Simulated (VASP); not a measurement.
Input of a VASP 6.6.1 run:

Contents of INCAR:

```
SYSTEM = ZrC
PREC = Accurate ; ENCUT = 520
EDIFF = 1E-8 ; ISMEAR = 1
SIGMA = 0.2 ; LREAL = .False.
LASPH = .True. ; NELM = 80
ALGO = Normal ; ISIF = 2
LWAVE = .False. ; LCHARG = .False.
GGA = PS ; NBANDS = 15
IBRION = 8 ; NSW = 1
```

KPOINTS

```
regular mesh
0
Gamma
  12 12 12
  0 0 0
```

Contents of POSCAR:

```
ZrC
1.0
    0.0000000000      2.3345844179      2.3345844179
    2.3345844179      0.0000000000      2.3345844179
    2.3345844179      2.3345844179      0.0000000000
Zr C
1 1
Direct
    0.5000000000      0.5000000000      0.5000000000
    0.0000000000      0.0000000000      0.0000000000
```

Potentials or basis: VASP PAW PBE potentials, release 64 (Zr_sv, C).

Command:

```sh
$ cat potpaw_PBE.64/Zr_sv/POTCAR potpaw_PBE.64/C/POTCAR > POTCAR
$ mpirun -np 1 vasp_std > vasp.out
```

(1) Predict the highest phonon frequency at Γ, LO-TO splitting left out.

Answers

(1) 432 cm⁻¹.
